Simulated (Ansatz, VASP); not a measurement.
RbTe2P3 in VASP and in Ansatz

The input INCAR:

```
PREC = Accurate
ENCUT = 520
EDIFF = 1E-7
ISMEAR = 0
SIGMA = 0.1
LREAL = False
LASPH = True
NELM = 80
ALGO = Normal
ISIF = 2
LWAVE = False
LCHARG = False
GGA = PE
NBANDS = 27
```

The input KPOINTS:

```
Automatic mesh
0
Gamma
  6 6 2
```

POSCAR

```
RbTe2P3
1.0
    5.0416297200      0.0000000000      0.0000000000
   -2.5208148600      4.3661794200      0.0000000000
    0.0000000000      0.0000000000      7.9641944100
Rb Te P
1 2 3
Direct
    0.0000000000      0.0000000000      0.4545550000
    0.3333333300      0.6666666700      0.2770279900
    0.3333333300      0.6666666700      0.7371630100
    0.6666666700      0.3333333300      0.5164589900
    0.6666666700      0.3333333300      0.9477250000
    0.0000000000      0.0000000000      0.0670700000
```

Input for Ansatz:

```yaml
crystal:
  lattice:
    - [5.04162972, 0.0, 0.0]
    - [-2.52081486, 4.36617942, 0.0]
    - [0.0, 0.0, 7.96419441]
  atoms:
    - { symbol: Rb, position: [0.0, 0.0, 0.454555] }
    - { symbol: Te, position: [0.33333333, 0.66666667, 0.27702799] }
    - { symbol: Te, position: [0.33333333, 0.66666667, 0.73716301] }
    - { symbol: P, position: [0.66666667, 0.33333333, 0.51645899] }
    - { symbol: P, position: [0.66666667, 0.33333333, 0.947725] }
    - { symbol: P, position: [0.0, 0.0, 0.06707] }
basis:
  ecutwfc: 420
kpoints:
  mp_grid: { grid: [6, 6, 2] }
hamiltonian:
  xc: pbe
scf:
  occupations: { method: gaussian, width: 0.1 }
  lower_state_search: "off"
output:
  forces: true
  stress: true
  eigenvalues: true
```

Change from the starting cell: species swapped into the Dy2In3Cu type (P3m1, No. 156).

Alike in both runs: task single point; functional PBE; k mesh 6 × 6 × 2; occupations gaussian, width 0.1 eV; no spin polarisation.

```csv
,VASP,Ansatz
version,VASP 6.6.1,Ansatz 0.2.0
potentials or method,"VASP PAW PBE potentials, release 64 (Rb_sv, Te, P), cutoff 520 eV","scalar-relativistic, plane waves, PAW"
valence electrons in the cell,36,56
```

```csv
,VASP,Ansatz,Ansatz less VASP
gap on the k mesh at the Fermi level (eV),none,none,-
pressure (GPa),-3.8,-3.9,-0.03
"traceless stress, the component that is largest in VASP (GPa)",2.18,2.20,+0.015
rms of the force components (eV/Å),0.475,0.473,-0.0026
```

Atom by atom the forces differ by 0.003 eV/Å (rms over components). A gap of «none» marks a metal or a gap that the smearing closes. VASP's potentials hold 36 valence electrons a cell and Ansatz's 56, so a difference there can come from the potentials and not from the codes.

The k mesh is coarse, so the values compare programs but aren't converged. Neither program's run includes spin-orbit coupling.
